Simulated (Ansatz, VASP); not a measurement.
**Lu in VASP and in Ansatz**

Contents of INCAR:

```
SYSTEM = Lu
ALGO = Normal
EDIFF = 1E-8
ENCUT = 520
GGA = PE
ISIF = 2
ISMEAR = -1
LASPH = .True.
LCHARG = .False.
LEFG = .True.
LREAL = .False.
LWAVE = .False.
NBANDS = 32
NELM = 80
PREC = Accurate
SIGMA = 0.03
```

KPOINTS

```
k-points
0
Gamma
  11 11 11
  0 0 0
```

POSCAR

```
Lu
1.0
    0.0000000000      3.6932851132      3.6932851132
    3.6932851132      0.0000000000      3.6932851132
    3.6932851132      3.6932851132      0.0000000000
Lu
2
Direct
    0.0000000000      0.0000000000      0.0000000000
    0.2500000000      0.2500000000      0.2500000000
```

Input for Ansatz:

```yaml
crystal:
  lattice:
    - [0.0, 3.6932851132, 3.6932851132]
    - [3.6932851132, 0.0, 3.6932851132]
    - [3.6932851132, 3.6932851132, 0.0]
  atoms:
    - { symbol: Lu, position: [0.0, 0.0, 0.0] }
    - { symbol: Lu, position: [0.25, 0.25, 0.25] }
kpoints:
  mp_grid: { grid: [11, 11, 11] }
  band_path:
    path:
      - [0.0, 0.0, 0.0]
      - [0.5, 0.0, 0.5]
      - [0.625, 0.25, 0.625]
      - [0.375, 0.375, 0.75]
      - [0.0, 0.0, 0.0]
      - [0.5, 0.5, 0.5]
      - [0.5, 0.25, 0.75]
      - [0.5, 0.0, 0.5]
    npoints: 8
scf:
  occupations: { method: fermi_dirac, width: 0.03 }
hamiltonian:
  xc: pbe
  pseudopotentials: { kind: all_electron, datasets: crystal }
output:
  forces: true
  stress: true
  eigenvalues: true
  efg: { contact_densities: true }
```

Alike in both runs: task electric field gradients; functional PBE; k mesh 11 × 11 × 11; occupations fermi-dirac, width 0.03 eV; no spin polarisation.

```csv
,VASP,Ansatz
version,VASP 6.6.1,Ansatz 0.2.0
potentials or method,"VASP PAW PBE potentials, release 64 (Lu), cutoff 520 eV","all-electron PAW with datasets made for the crystal, scalar-relativistic"
```

```tsv
	VASP	Ansatz	Ansatz less VASP
pressure (GPa)	0.0	0.0	-0.01
```

Ansatz ran all-electron here, and VASP with PAW potentials.

Neither program's run includes spin-orbit coupling.
